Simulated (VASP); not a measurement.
# K2H (Cmmm) in VASP: single point with PBE

Aim: the single point of K2H with PBE.

All numbers are computed with VASP 6.6.1; they aren't measurements. Logs are shortened: lines on timing, memory, paths and dates and some standing lists are left out, and cuts for length are marked.

## (1) The cell of the first run

Symmetry: Cmmm, No. 65, orthorhombic system. The conventional cell has a = 5.575 Å, b = 5.595 Å, c = 9.895 Å, α = 90.00°, β = 90.00°, γ = 90.00°. K (site symmetry mmm) has 6 K at 3.95 to 4.95 Å within 5.2 Å. K (site symmetry mmm) has 4 H at 2.79 to 2.80 Å within 3.7 Å. H (site symmetry mmm) has 4 K at 2.79 to 2.80 Å within 3.7 Å.

The cell was built from a structure type or drawn by symmetry, and may not be a known phase.

## (2) Single point, PBE

INCAR

```
ALGO     = Normal         # electronic algorithm
EDIFF    = 1E-6           # SCF threshold, eV
ENCUT    = 520            # plane-wave cutoff, eV
GGA      = PE             # functional
ISIF     = 2              # what is computed and relaxed
ISMEAR   = 0              # smearing method
LASPH    = True           # aspherical terms in the spheres
LCHARG   = False          # write CHGCAR
LREAL    = False          # projectors in reciprocal space
LWAVE    = False          # write WAVECAR
NBANDS   = 16             # bands
NELM     = 80             # most SCF steps
PREC     = Accurate       # precision mode
SIGMA    = 0.1            # smearing width, eV
```

KPOINTS

```
k-points
0
Gamma
  12 12 6
```

POSCAR

```
K2H
1.0
    2.7974873367     -2.7875955771      0.0000000000
    2.7974873367      2.7875955771      0.0000000000
    0.0000000000      0.0000000000      9.8945986472
K H
2 1
Direct
    0.0000000000      0.0000000000      0.5000000000
    0.0000000000      0.0000000000      0.0000000000
    0.5000000000      0.5000000000      0.0000000000
```

Potentials or basis: VASP PAW PBE potentials, release 64 (K_sv, H).

Started as:

```bash
cat potpaw_PBE.64/K_sv/POTCAR potpaw_PBE.64/H/POTCAR > POTCAR
mpirun -np 1 vasp_std > vasp.out
```

OUTCAR:

```text
EDIFF = 1E-6
   ENCUT = 520
   GGA = PE
   ISIF = 2
   ISMEAR = 0
   LASPH = True
   LREAL = False
   NELM = 80
   PREC = Accurate

 ion  position               nearest neighbor table
   1  0.000  0.000  0.500-
   2  0.000  0.000  0.000-
   3  0.500  0.500  0.000-

  LATTYP: Found a base centered orthorhombic cell.
 ALAT       =     5.5751911542
 B/A-ratio  =     1.0035484916
 C/A-ratio  =     1.7747550485

  Lattice vectors:

 A1 = (  -2.7974873367,  -2.7875955771,   0.0000000000)
 A2 = (   2.7974873367,  -2.7875955771,   0.0000000000)
 A3 = (   0.0000000000,   0.0000000000,   9.8945986472)

Analysis of symmetry for initial positions (statically):
=====================================================================
 Subroutine PRICEL returns:
 Original cell was already a primitive cell.

 Routine SETGRP: Setting up the symmetry group for a
 base centered orthorhombic supercell.

 Subroutine GETGRP returns: Found  8 space group operations
 (whereof  8 operations were pure point group operations)
 out of a pool of  8 trial point group operations.

The static configuration has the point symmetry D_2h.

Analysis of symmetry for dynamics (positions and initial velocities):
=====================================================================
 Subroutine PRICEL returns:
 Original cell was already a primitive cell.

 Routine SETGRP: Setting up the symmetry group for a
 base centered orthorhombic supercell.

 Subroutine GETGRP returns: Found  8 space group operations
 (whereof  8 operations were pure point group operations)
 out of a pool of  8 trial point group operations.

The dynamic configuration has the point symmetry D_2h.

 Subroutine INISYM returns: Found  8 space group operations
 (whereof  8 operations are pure point group operations),
 and found     1 'primitive' translations

----------------------------------------------------------------------------------------

                                     Primitive cell

  volume of cell :     154.3214

  direct lattice vectors                    reciprocal lattice vectors
     2.797487337 -2.787595577  0.000000000     0.178731819 -0.179366047  0.000000000
     2.797487337  2.787595577  0.000000000     0.178731819  0.179366047  0.000000000
     0.000000000  0.000000000  9.894598647     0.000000000  0.000000000  0.101065241

  length of vectors
     3.949256196  3.949256196  9.894598647     0.253213827  0.253213827  0.101065241

  position of ions in fractional coordinates (direct lattice)
     0.000000000  0.000000000  0.500000000
     0.000000000  0.000000000  0.000000000
     0.500000000  0.500000000  0.000000000

  ion indices of the primitive-cell ions
   primitive index   ion index
                 1           1
                 2           2
                 3           3

----------------------------------------------------------------------------------------

 KPOINTS: k-points

Automatic generation of k-mesh.
 Grid dimensions read from file:
 generate k-points for:   12   12    6

 Generating k-lattice:

  Cartesian coordinates                     Fractional coordinates (reciprocal lattice)
     0.014894318 -0.014947171  0.000000000     0.083333333  0.000000000  0.000000000
     0.014894318  0.014947171  0.000000000     0.000000000  0.083333333  0.000000000
     0.000000000  0.000000000  0.016844207     0.000000000  0.000000000  0.166666667

  Length of vectors
     0.021101152  0.021101152  0.016844207

  Shift w.r.t. Gamma in fractional coordinates (k-lattice)
     0.000000000  0.000000000  0.000000000

 Subroutine IBZKPT returns following result:
 ===========================================

 Found    172 irreducible k-points:

 Following reciprocal coordinates:
            Coordinates               Weight
  0.000000  0.000000  0.000000      1.000000
  0.083333  0.000000  0.000000      4.000000
  0.166667 -0.000000  0.000000      4.000000
  0.250000  0.000000  0.000000      4.000000
  0.333333  0.000000  0.000000      4.000000
  0.416667 -0.000000  0.000000      4.000000
[... 16 lines left out ...]
  0.500000  0.166667  0.000000      4.000000
 -0.416667  0.166667  0.000000      4.000000
 [... further k-points ...]
   k-points           NKPTS =    172   k-points in BZ     NKDIM =    172   number of bands    NBANDS=     16
   number of dos      NEDOS =    301   number of ions     NIONS =      3
   total plane-waves  NPLWV =  72000
   dimension x,y,z NGX =    30 NGY =   30 NGZ =   80
   dimension x,y,z NGXF=    60 NGYF=   60 NGZF=  160
   ions per type =               2   1
   NGX,Y,Z   is equivalent  to a cutoff of  12.63, 12.63, 13.44 a.u.
   NGXF,Y,Z  is equivalent  to a cutoff of  25.26, 25.26, 26.88 a.u.
 SYSTEM =  unknown system
   PREC   = accura    normal or accurate (medium, high low for compatibility)
   ISTART =      0    job   : 0-new  1-cont  2-samecut
   ICHARG =      2    charge: 1-file 2-atom 10-const
   ISPIN  =      1    spin polarized calculation?
   LNONCOLLINEAR =      F non collinear calculations
   LSORBIT =      F    spin-orbit coupling
   LASPH  =      T    aspherical Exc in radial PAW
   ENCUT  =  520.0 eV  38.22 Ry    6.18 a.u.   7.34  7.34 18.40*2*pi/ulx,y,z
   NELM   =     80;   NELMIN=  2; NELMDL= -5     # of ELM steps
   EDIFF  = 0.1E-05   stopping-criterion for ELM
   LREAL  =      F    real-space projection
   EDIFFG = 0.1E-04   stopping-criterion for IOM
   NSW    =      0    number of steps for IOM
   IBRION =     -1    ionic relax: 0-MD 1-quasi-New 2-CG
   NFREE  =      0    steps in history (QN), initial steepest desc. (CG)
   ISIF   =      2    stress and relaxation
   ISYM   =      2    0-nonsym 1-usesym 2-fastsym
   POTIM  = 0.5000    time-step for ionic-motion
   TEBEG  =    0.0;   TEEND  =   0.0 temperature during run
   PSTRESS=    0.0 pullay stress
   NELECT =      19.0000    total number of electrons
   NUPDOWN=      -1.0000    fix difference up-down
   EMIN   =  10.00;   EMAX   =-10.00  energy-range for DOS
   EFERMI =   0.00;   METHOD = LEGACY
   ISMEAR =     0;   SIGMA  =   0.10  broadening in eV -4-tet -1-fermi 0-gaus
   EFERMI_NEDOS =   21; number of points for ismear=-14 and -15
   IALGO  =     38    algorithm
   IMIX   =      4    mixing-type and parameters
     AMIX     =   0.40;   BMIX     =  1.00
     AMIX_MAG =   1.60;   BMIX_MAG =  1.00
  volume/ion in A,a.u.               =      51.44       347.14
  Fermi-wavevector in a.u.,A,eV,Ry     =   0.814424  1.539039  9.024565  0.663287
  Thomas-Fermi vector in A             =   1.924329
   LORBIT       =      0    0 simple, 1 ext, 2 COOP (PROOUT), +10 PAW based schemes
   GGA     = PE    functional components
   LHFCALC =     F    Hartree Fock is set to
   AEXX    =    0.0000 exact exchange contribution
   IVDW    =     0    specifies the selected vdW correction
   LEPSILON=     F    determine dielectric tensor
   LRPA    =     F    only Hartree local field effects (RPA)
 non-spin polarized calculation
 Gauss-broadening in eV      SIGMA  =   0.10
  energy-cutoff  :      520.00
  volume of cell :      154.32
 maximum number of plane-waves:      4209
 NGX is ok and might be reduce to    30
   NGX = 15   NGY = 15   NGZ = 37

 number of electron      18.9999994 magnetization

 Free energy of the ion-electron system (eV)
  ---------------------------------------------------
  ext. energy  EPLUGINS =         0.00000000
  ---------------------------------------------------
  free energy    TOTEN  =        -5.31299770 eV

  energy without entropy =       -5.30905975  energy(sigma->0) =       -5.31102873

 E-fermi :  -0.3682     XC(G=0):  -5.4248

 val. band max:       -0.5646074004   @ k =  -0.3333   0.1667   0.0000
 cond. band min:      -0.3596179416   @ k =   0.3333   0.2500   0.5000
 fundamental gap:      0.2049894589
 Fermi energy:        -0.3682337159

 k-point     1 :       0.0000    0.0000    0.0000
  band No.  band energies     occupation
      1     -32.9533      2.00000
      2     -31.5133      2.00000
      3     -16.4567      2.00000
      4     -16.3430      2.00000
      5     -16.3429      2.00000
      6     -15.1374      2.00000
[... 8 lines left out ...]
     15       4.2670      0.00000
     16       4.9726      0.00000

 k-point     2 :       0.0833    0.0000    0.0000
  band No.  band energies     occupation
      1     -32.9524      2.00000
      2     -31.5125      2.00000
      3     -16.4553      2.00000
      4     -16.3558      2.00000
      5     -16.3419      2.00000
      6     -15.1360      2.00000
[... 8 lines left out ...]
     15       4.2111      0.00000
     16       4.9762      0.00000

 k-point     3 :       0.1667   -0.0000    0.0000
  band No.  band energies     occupation
      1     -32.9501      2.00000
      2     -31.5102      2.00000
      3     -16.4514      2.00000
      4     -16.3907      2.00000
      5     -16.3389      2.00000
      6     -15.1321      2.00000
[... 8 lines left out ...]
     15       4.0723      0.00000
     16       4.5503      0.00000

 k-point     4 :       0.2500    0.0000    0.0000
  band No.  band energies     occupation
      1     -32.9470      2.00000
      2     -31.5070      2.00000
      3     -16.4461      2.00000
      4     -16.4378      2.00000
      5     -16.3348      2.00000
      6     -15.1268      2.00000
[... 8 lines left out ...]
     15       3.7572      0.00000
     16       4.0972      0.00000

 k-point     5 :       0.3333    0.0000    0.0000
  band No.  band energies     occupation
      1     -32.9439      2.00000
      2     -31.5039      2.00000
      3     -16.4843      2.00000
      4     -16.4407      2.00000
      5     -16.3306      2.00000
      6     -15.1215      2.00000
[... 8 lines left out ...]
     15       3.4850      0.00000
     16       3.7955      0.00000

 k-point     6 :       0.4167   -0.0000    0.0000
  band No.  band energies     occupation
      1     -32.9415      2.00000
      2     -31.5016      2.00000
      3     -16.5179      2.00000
      4     -16.4368      2.00000
      5     -16.3276      2.00000
      6     -15.1176      2.00000
[... 8 lines left out ...]
     15       3.4671      0.00000
     16       3.6284      0.00000
[... 267 lines left out ...]
 k-point    21 :       0.3333    0.1667    0.0000
  band No.  band energies     occupation
      1     -32.9408      2.00000
      2     -31.5009      2.00000
      3     -16.4784      2.00000
      4     -16.4357      2.00000
      5     -16.3764      2.00000
      6     -15.1166      2.00000
[... 8 lines left out ...]
     15       3.6481      0.00000
     16       3.8985      0.00000

 k-point    22 :       0.4167    0.1667    0.0000
  band No.  band energies     occupation
      1     -32.9385      2.00000
      2     -31.4986      2.00000
      3     -16.5116      2.00000
      4     -16.4319      2.00000
      5     -16.3730      2.00000
      6     -15.1128      2.00000
[... 8 lines left out ...]
     15       3.5967      0.00000
     16       3.7941      0.00000

 k-point    23 :       0.5000    0.1667    0.0000
  band No.  band energies     occupation
      1     -32.9377      2.00000
      2     -31.4977      2.00000
      3     -16.5237      2.00000
      4     -16.4305      2.00000
      5     -16.3717      2.00000
      6     -15.1114      2.00000
[... 8 lines left out ...]
     15       3.7517      0.00000
     16       3.7585      0.00000

 k-point    24 :      -0.4167    0.1667    0.0000
  band No.  band energies     occupation
      1     -32.9385      2.00000
      2     -31.4986      2.00000
      3     -16.5116      2.00000
      4     -16.4319      2.00000
      5     -16.3730      2.00000
      6     -15.1128      2.00000
[... 8 lines left out ...]
     15       3.5881      0.00000
     16       3.7941      0.00000

 [... further k-points ...]

------------------------ aborting loop because EDIFF is reached ----------------------------------------

  FORCE on cell =-STRESS in cart. coord.  units (eV):
  Direction    XX          YY          ZZ          XY          YZ          ZX
  --------------------------------------------------------------------------------------
  -------------------------------------------------------------------------------------
  Total       -0.0161487     -0.0038440     -0.0048892     -0.0000000      0.0000000      0.0000000
  in kB       -0.1676573     -0.0399084     -0.0507604     -0.0000000      0.0000000      0.0000000
  external PRESSURE =      -0.0861087 kB  Pullay stress =       0.0000000 kB

 VOLUME and BASIS-vectors are now :
 -----------------------------------------------------------------------------
  energy-cutoff  :      520.00
  volume of cell :      154.32
      direct lattice vectors                 reciprocal lattice vectors
     2.797487337 -2.787595577  0.000000000     0.178731819 -0.179366047  0.000000000
     2.797487337  2.787595577  0.000000000     0.178731819  0.179366047  0.000000000
     0.000000000  0.000000000  9.894598647     0.000000000  0.000000000  0.101065241

 POSITION                                       TOTAL-FORCE (eV/Angst)
 -----------------------------------------------------------------------------------
      0.00000      0.00000      4.94730         0.000000      0.000000      0.000000
      0.00000      0.00000      0.00000         0.000000      0.000000      0.000000
      2.79749      0.00000      0.00000         0.000000      0.000000      0.000000
 -----------------------------------------------------------------------------------
    total drift:                                0.000000      0.000000      0.000000

  FREE ENERGIE OF THE ION-ELECTRON SYSTEM (eV)
  ---------------------------------------------------
  free  energy   TOTEN  =        -5.3129977037 eV

  energy  without entropy=       -5.3090597525  energy(sigma->0) =       -5.31102873
```

Run time: 8.2 min. Hardware: 1 thread of Intel Xeon 8259CL, shared host; peak memory 0.52 GiB.

Results:

```
Free energy            : -5.3130 eV
Pressure               : 0.0 GPa
Band gap on the k mesh : zero (an odd number of electrons rules out a gap without spin polarisation)
```

Levels at points of the mesh, in eV from the Fermi level:
```
           k point  band 5  band 6  band 7  band 8  band 9  band 10  band 11  band 12  band 13  band 14
(0.00, 0.00, 0.00)  -15.97  -14.77  -14.48  -14.48   -2.86    -1.60     0.19     1.95     2.94     4.59
(0.50, 0.00, 0.00)  -15.96  -14.75  -14.68  -14.47   -1.62     0.59     0.86     1.42     2.33     2.60
(0.50, 0.50, 0.00)  -16.05  -14.73  -14.64  -14.64   -1.76     1.20     2.89     2.91     3.15     3.16
(0.00, 0.00, 0.50)  -15.97  -14.77  -14.48  -14.48   -2.81    -1.77     0.58     1.61     2.94     4.58
(0.50, 0.00, 0.50)  -15.96  -14.75  -14.68  -14.47   -1.62     0.70     0.76     1.61     1.83     3.27
(0.50, 0.50, 0.50)  -16.05  -14.73  -14.64  -14.64   -1.76     1.18     2.94     2.97     3.10     3.14
```
